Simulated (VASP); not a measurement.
A run of VASP 6.6.1 is set up as follows.

File INCAR:

```
SYSTEM = Ir
PREC     = Accurate       ! precision mode
ENCUT    = 600            ! plane-wave cutoff, eV
EDIFF    = 1E-7           ! SCF threshold, eV
ISMEAR   = -1             ! smearing method
SIGMA    = 0.05           ! smearing width, eV
LREAL    = .False.        ! projectors in reciprocal space
LASPH    = .True.         ! aspherical terms in the spheres
NELM     = 100            ! most SCF steps
ALGO     = Normal         ! electronic algorithm
ISIF     = 3              ! what is computed and relaxed
LWAVE    = .False.        ! write WAVECAR
LCHARG   = .False.        ! write CHGCAR
GGA      = PE             ! functional
IBRION   = 2              ! ionic algorithm
NSW      = 100            ! ionic steps
EDIFFG   = -0.005         ! ionic threshold
```

Contents of KPOINTS:

```
regular mesh
0
Gamma
  12 12 12
  0 0 0
```

Contents of POSCAR:

```
Ir
1.0
    0.0000000000      2.9465930339      2.9465930339
    2.9465930339      0.0000000000      2.9465930339
    2.9465930339      2.9465930339      0.0000000000
Ir
2
Direct
    0.0000000000      0.0000000000      0.0000000000
    0.2500000000      0.2500000000      0.2500000000
```

Potentials or basis: VASP PAW PBE potentials, release 64 (Ir).

The run is started by

```bash
$ cat potpaw_PBE.64/Ir/POTCAR > POTCAR
$ mpirun -np 1 vasp_std > vasp.out
```

(1) What does it give for the relaxed cell?

(2) Estimate the space group after relaxing (to 0.1 Å).

Answers

(1) a = 3.934 Å, b = 3.934 Å, c = 3.934 Å, α = 60.00°, β = 60.00°, γ = 60.00°.

(2) Fd-3m (No. 227).
